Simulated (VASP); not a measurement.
# Si4Mo2N in VASP: notebook, part 2 of 2

VASP 6.6.1. The steps go on from the part before.

**3. Relaxation of the atoms, PBE**

File INCAR:

```
SYSTEM = Si4Mo2N
PREC = Accurate
ENCUT = 520
EDIFF = 1E-6
ISMEAR = 0
SIGMA = 0.1
LREAL = .FALSE.
LASPH = .TRUE.
NELM = 100
ALGO = Fast
ISIF = 2
LWAVE = .FALSE.
LCHARG = .FALSE.
LDIPOL = .TRUE.
IDIPOL = 3
DIPOL = 0.5 0.5 0.355
GGA = PE
IBRION = 2
NSW = 36
EDIFFG = -0.025
```

File KPOINTS:

```
regular mesh
0
G
  8 8 1
  0 0 0
```

File POSCAR:

```
Si4Mo2N
1.0
    3.2169717285      0.0000000000      0.0000000000
    0.0000000000      3.2169717285      0.0000000000
    0.0000000000      0.0000000000     21.8787970046
Si Mo N
4 2 1
Selective dynamics
Direct
    0.0000000000      0.0000000000      0.1828254085  F F F
    0.0000000000      0.0000000000      0.3015081460  F F F
    0.5000000000      0.5000000000      0.3593659936  F F F
    0.5000000000      0.5000000000      0.4743769505  F F F
    0.5000000000      0.5000000000      0.2421667772  F F F
    0.0000000000      0.0000000000      0.4192862006  F F F
    0.7500000000      1.0000000000      0.5046073766  F F T
```

Potentials or basis: VASP PAW PBE potentials, release 64 (Si, Mo_sv, N).

Command:

```sh
cat potpaw_PBE.64/Si/POTCAR potpaw_PBE.64/Mo_sv/POTCAR potpaw_PBE.64/N/POTCAR > POTCAR
mpirun -np 1 vasp_std > vasp.out
```

OUTCAR:

```text
SYSTEM = Si4Mo2N
   PREC = Accurate
   ENCUT = 520
   EDIFF = 1E-6
   ISMEAR = 0
   LREAL = .FALSE.
   LASPH = .TRUE.
   NELM = 100
   ISIF = 2
   GGA = PE
   IBRION = 2
   NSW = 36
   EDIFFG = -0.025

 ion  position               nearest neighbor table
   1  0.000  0.000  0.183-   2 2.60   5 2.62   5 2.62   5 2.62   5 2.62
   2  0.000  0.000  0.302-   6 2.58   1 2.60   3 2.60   3 2.60   3 2.60   3 2.60   5 2.62   5 2.62
                             5 2.62   5 2.62
   3  0.500  0.500  0.359-   4 2.52   5 2.56   2 2.60   2 2.60   2 2.60   2 2.60   6 2.63   6 2.63
                             6 2.63   6 2.63
   4  0.500  0.500  0.474-   7 1.92   7 1.92   3 2.52   6 2.57   6 2.57   6 2.57   6 2.57
   5  0.500  0.500  0.242-   3 2.56   1 2.62   1 2.62   1 2.62   1 2.62   2 2.62   2 2.62   2 2.62
                             2 2.62
   6  0.000  0.000  0.419-   7 2.03   4 2.57   4 2.57   4 2.57   4 2.57   2 2.58   3 2.63   3 2.63
                             3 2.63   3 2.63
   7  0.750  0.000  0.505-   4 1.92   4 1.92   6 2.03

  LATTYP: Found a simple tetragonal cell.
 ALAT       =     3.2169717285
 C/A-ratio  =     6.8010535532

  Lattice vectors:

 A1 = (   3.2169717285,   0.0000000000,   0.0000000000)
 A2 = (   0.0000000000,   3.2169717285,   0.0000000000)
 A3 = (   0.0000000000,   0.0000000000,  21.8787970046)

Analysis of symmetry for initial positions (statically):
=====================================================================
 Subroutine PRICEL returns:
 Original cell was already a primitive cell.

 Routine SETGRP: Setting up the symmetry group for a
 simple tetragonal supercell.

 Subroutine GETGRP returns: Found  2 space group operations
 (whereof  2 operations were pure point group operations)
 out of a pool of 16 trial point group operations.

The static configuration has the point symmetry C_1h.

Analysis of symmetry for dynamics (positions and initial velocities):
=====================================================================
 Subroutine PRICEL returns:
 Original cell was already a primitive cell.

 Routine SETGRP: Setting up the symmetry group for a
 simple tetragonal supercell.

 Subroutine GETGRP returns: Found  2 space group operations
 (whereof  2 operations were pure point group operations)
 out of a pool of 16 trial point group operations.

The dynamic configuration has the point symmetry C_1h.

Analysis of constrained symmetry for selective dynamics:
=====================================================================
 Subroutine PRICEL returns:
 Original cell was already a primitive cell.

 Routine SETGRP: Setting up the symmetry group for a
 simple tetragonal supercell.

 Subroutine GETGRP returns: Found  2 space group operations
 (whereof  2 operations were pure point group operations)
 out of a pool of 16 trial point group operations.

The constrained configuration has the point symmetry C_1h.

 Subroutine INISYM returns: Found  2 space group operations
 (whereof  2 operations are pure point group operations),
 and found     1 'primitive' translations

----------------------------------------------------------------------------------------

                                     Primitive cell
[... 88 lines left out ...]
   NGX,Y,Z   is equivalent  to a cutoff of  12.40, 12.40, 12.77 a.u.
   NGXF,Y,Z  is equivalent  to a cutoff of  24.81, 24.81, 25.53 a.u.
 SYSTEM =  Si4Mo2N
   PREC   = accura    normal or accurate (medium, high low for compatibility)
   ISTART =      0    job   : 0-new  1-cont  2-samecut
   ICHARG =      2    charge: 1-file 2-atom 10-const
   ISPIN  =      1    spin polarized calculation?
   LNONCOLLINEAR =      F non collinear calculations
   LSORBIT =      F    spin-orbit coupling
   LASPH  =      T    aspherical Exc in radial PAW
   ENCUT  =  520.0 eV  38.22 Ry    6.18 a.u.   5.98  5.98 40.68*2*pi/ulx,y,z
   NELM   =    100;   NELMIN=  2; NELMDL= -5     # of ELM steps
   EDIFF  = 0.1E-05   stopping-criterion for ELM
   LREAL  =      F    real-space projection
   EDIFFG = -.3E-01   stopping-criterion for IOM
   NSW    =     36    number of steps for IOM
   IBRION =      2    ionic relax: 0-MD 1-quasi-New 2-CG
   NFREE  =      1    steps in history (QN), initial steepest desc. (CG)
   ISIF   =      2    stress and relaxation
   ISYM   =      2    0-nonsym 1-usesym 2-fastsym
   POTIM  = 0.5000    time-step for ionic-motion
   TEBEG  =    0.0;   TEEND  =   0.0 temperature during run
   PSTRESS=    0.0 pullay stress
   NELECT =      49.0000    total number of electrons
   NUPDOWN=      -1.0000    fix difference up-down
   EMIN   =  10.00;   EMAX   =-10.00  energy-range for DOS
   EFERMI =   0.00;   METHOD = LEGACY
   ISMEAR =     0;   SIGMA  =   0.10  broadening in eV -4-tet -1-fermi 0-gaus
   EFERMI_NEDOS =   21; number of points for ismear=-14 and -15
   IALGO  =     68    algorithm
   IMIX   =      4    mixing-type and parameters
     AMIX     =   0.40;   BMIX     =  1.00
     AMIX_MAG =   1.60;   BMIX_MAG =  1.00
  volume/ion in A,a.u.               =      32.35       218.28
  Fermi-wavevector in a.u.,A,eV,Ry     =   0.982881  1.857376 13.143974  0.966055
  Thomas-Fermi vector in A             =   2.113997
   LORBIT       =      0    0 simple, 1 ext, 2 COOP (PROOUT), +10 PAW based schemes
   GGA     = PE    functional components
   LHFCALC =     F    Hartree Fock is set to
   AEXX    =    0.0000 exact exchange contribution
   IVDW    =     0    specifies the selected vdW correction
   LEPSILON=     F    determine dielectric tensor
   LRPA    =     F    only Hartree local field effects (RPA)
 conjugate gradient relaxation of ions
 non-spin polarized calculation
 RMM-DIIS sequential band-by-band and
 Gauss-broadening in eV      SIGMA  =   0.10
  energy-cutoff  :      520.00
  volume of cell :      226.42
 maximum number of plane-waves:      6156
   NGX = 11   NGY = 11   NGZ = 81

 dipolmoment           0.000000      0.000000     -0.056210 electrons x Angstroem

--------------------------------------- Ionic step        1  -------------------------------------------

 number of electron      49.0000006 magnetization

 Free energy of the ion-electron system (eV)
  ---------------------------------------------------
  ext. energy  EPLUGINS =         0.00000000
  ---------------------------------------------------
  free energy    TOTEN  =       -51.36502454 eV

  energy without entropy =      -51.34668939  energy(sigma->0) =      -51.35585696

------------------------ aborting loop because EDIFF is reached ----------------------------------------

  FORCE on cell =-STRESS in cart. coord.  units (eV):
  Direction    XX          YY          ZZ          XY          YZ          ZX
  --------------------------------------------------------------------------------------
  -------------------------------------------------------------------------------------
  Total        2.3947789     -5.6461780      4.3112492      0.0000000      0.0000000     -3.3324497
  in kB       16.9456442    -39.9527999     30.5067387      0.0000000      0.0000000    -23.5806763
  external PRESSURE =       2.4998610 kB  Pullay stress =       0.0000000 kB
[... 69 lines left out ...]
--------------------------------------- Ionic step        3  -------------------------------------------

 number of electron      49.0000005 magnetization

 dipolmoment           0.000000      0.000000      0.061920 electrons x Angstroem

 Free energy of the ion-electron system (eV)
  ---------------------------------------------------
  ext. energy  EPLUGINS =         0.00000000
  ---------------------------------------------------
  free energy    TOTEN  =       -51.36788237 eV

  energy without entropy =      -51.34933089  energy(sigma->0) =      -51.35860663

 E-fermi :   1.4537     XC(G=0):  -5.6161

 val. band max:        1.4446854460   @ k =   0.1250   0.0000   0.0000
 cond. band min:       1.4956327773   @ k =   0.3750   0.0000   0.0000
 fundamental gap:      0.0509473313
 Fermi energy:         1.4537175868

 k-point     1 :       0.0000    0.0000    0.0000
  band No.  band energies     occupation
      1     -59.5068      2.00000
      2     -59.1039      2.00000
      3     -33.7809      2.00000
      4     -33.6234      2.00000
      5     -33.5394      2.00000
      6     -33.2584      2.00000
[... 757 lines left out ...]
     28       3.6851      0.00000
     29       3.7586      0.00000

 [... further k-points ...]

------------------------ aborting loop because EDIFF is reached ----------------------------------------

 vacuum level on the upper side and lower side of the slab       (xc-potential included)         0.321        -0.741

  FORCE on cell =-STRESS in cart. coord.  units (eV):
  Direction    XX          YY          ZZ          XY          YZ          ZX
  --------------------------------------------------------------------------------------
  -------------------------------------------------------------------------------------
  Total        2.1797717     -5.8206901      3.8252556      0.0000000      0.0000000     -3.2161525
  in kB       15.4242361    -41.1876616     27.0678098      0.0000000      0.0000000    -22.7577485
  external PRESSURE =       0.4347947 kB  Pullay stress =       0.0000000 kB
[... 22 lines left out ...]
  FREE ENERGIE OF THE ION-ELECTRON SYSTEM (eV)
  ---------------------------------------------------
  free  energy   TOTEN  =       -51.3678823673 eV

  energy  without entropy=      -51.3493308857  energy(sigma->0) =      -51.35860663

 reached required accuracy - stopping structural energy minimisation

 vacuum level on the upper side and lower side of the slab         6.847         5.755
```

Wall time 17 min (1 thread of Oxide Virtual Turin-like, shared host); peak memory 0.37 GiB.

What came out:

| Item | Value |
| --- | --- |
| Free energy | -51.3679 eV |
| Energy gained by relaxing | 0.4 meV/atom |
| Ionic steps | 3 |
| Band gap on the k mesh | zero (an odd number of electrons rules out a gap without spin polarisation) |

Step by step:
```
step  energy change (eV)  largest force on free atoms (eV/Å)  pressure (GPa)
   1              0.0000                              0.3040            0.25
   2             -0.0027                              0.0681            0.09
   3             -0.0029                              0.0009            0.04
```

Final structure:
```
CELL_PARAMETERS angstrom
3.21697 0.00000 0.00000
0.00000 3.21697 0.00000
0.00000 0.00000 21.87880
ATOMIC_POSITIONS crystal
Si 0.00000 0.00000 0.18283
Si 0.00000 0.00000 0.30151
Si 0.50000 0.50000 0.35937
Si 0.50000 0.50000 0.47438
Mo 0.50000 0.50000 0.24217
Mo 0.00000 0.00000 0.41929
N 0.75000 0.00000 0.50548
```

Levels at points of the mesh, in eV from the Fermi level:
| k point | band 21 | band 22 | band 23 | band 24 | band 25 | band 26 | band 27 | band 28 | band 29 |
| --- | --- | --- | --- | --- | --- | --- | --- | --- | --- |
| (0.00, 0.00, 0.00) | -1.52 | -1.01 | -0.35 | 0.09 | 0.11 | 0.65 | 0.98 | 1.77 | 1.83 |
| (0.50, 0.00, 0.00) | -2.17 | -1.78 | -0.38 | -0.30 | -0.17 | -0.08 | 1.71 | 2.18 | 2.48 |
| (0.00, 0.50, 0.00) | -1.89 | -1.77 | -1.07 | -0.65 | -0.24 | -0.08 | 2.14 | 2.36 | 2.73 |
| (0.50, 0.50, 0.00) | -3.08 | -1.79 | -1.71 | -1.47 | 0.69 | 1.68 | 2.00 | 2.47 | 2.60 |

Caveat: an odd number of electrons without spin polarisation forces a metal; a magnetic or distorted state may lie lower.

The gap in the log of VASP goes by the Fermi energy; the results here count the filled bands.